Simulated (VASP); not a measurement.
The system is Hf5F.

```xyz
6
Lattice="4.5352 0.0000 0.0000 -2.2676 3.9276 0.0000 0.0000 0.0000 6.8344" Properties=species:S:1:pos:R:3 pbc="T T T"
Hf    0.0000    2.6184    4.7383
Hf    0.0000    2.6184    2.0961
Hf    2.2676    1.3092    2.0961
Hf    2.2676    1.3092    4.7383
Hf    0.0000    0.0000    0.0000
F     0.0000    0.0000    3.4172
```

The cell was built from a structure type or drawn by symmetry, and may not be a known phase.

```yaml
Program: VASP 6.6.1
Task: relaxation of cell and atoms
Functional: PBE
Potentials_or_basis: VASP PAW PBE potentials, release 64 (Hf_pv, F)
Cutoff: 600 eV
k_mesh: 6 × 6 × 4
Occupations: gaussian, width 0.1 eV
Spin: no spin polarisation
```

At the start: pressure 11.6 GPa; volume 20.29 Å³/atom.

Q: Where does the relaxation end?

A: Over 15 steps the energy falls by 742.0 meV/atom and the volume is 21.04 Å³/atom (+3.7 %); space group P6/mmm (No. 191, to 0.1 Å) before and after.

The path:
```
step  energy change (eV)  largest force (eV/Å)  pressure (GPa)  volume (Å³)
   1              0.0000                3.4365           11.65       121.74
   2             -1.6545                1.0927           -7.71       149.50
   3             -1.6876                1.2856           -5.83       145.03
   4             -2.9248                1.3244           -4.40       136.12
   5             -1.3341                7.0303           27.53       108.07
   6             -3.0726                1.9424           -1.98       131.26
   7             -4.2206                1.0816            4.22       119.84
   8             -4.1091                0.2930            9.96       114.95
   9             -4.2500                0.7312            5.92       118.12
  10             -3.5514                3.5554            3.30       128.09
  11             -4.3823                0.2446            4.04       121.17
  12             -4.3768                0.4310           -3.46       131.35
  13             -4.4501                0.1301            0.09       125.99
  14             -4.4501                0.1236            0.16       125.90
  15             -4.4521                0.0013            0.00       126.22
```

Final structure:
```yaml
crystal:
  lattice:
    - [5.08846, 0.00000, 0.00000]
    - [-2.54423, 4.40673, 0.00000]
    - [0.00000, 0.00000, 5.62908]
  atoms:
    - { symbol: Hf, position: [0.33333, 0.66667, 0.75772] }
    - { symbol: Hf, position: [0.33333, 0.66667, 0.24228] }
    - { symbol: Hf, position: [0.66667, 0.33333, 0.24228] }
    - { symbol: Hf, position: [0.66667, 0.33333, 0.75772] }
    - { symbol: Hf, position: [0.00000, 0.00000, 0.00000] }
    - { symbol: F, position: [0.00000, 0.00000, 0.50000] }
```

Caveat: a cell axis changed by over 15 % at a fixed basis, so the end point is rough; an odd number of electrons without spin polarisation forces a metal; a magnetic or distorted state may lie lower.
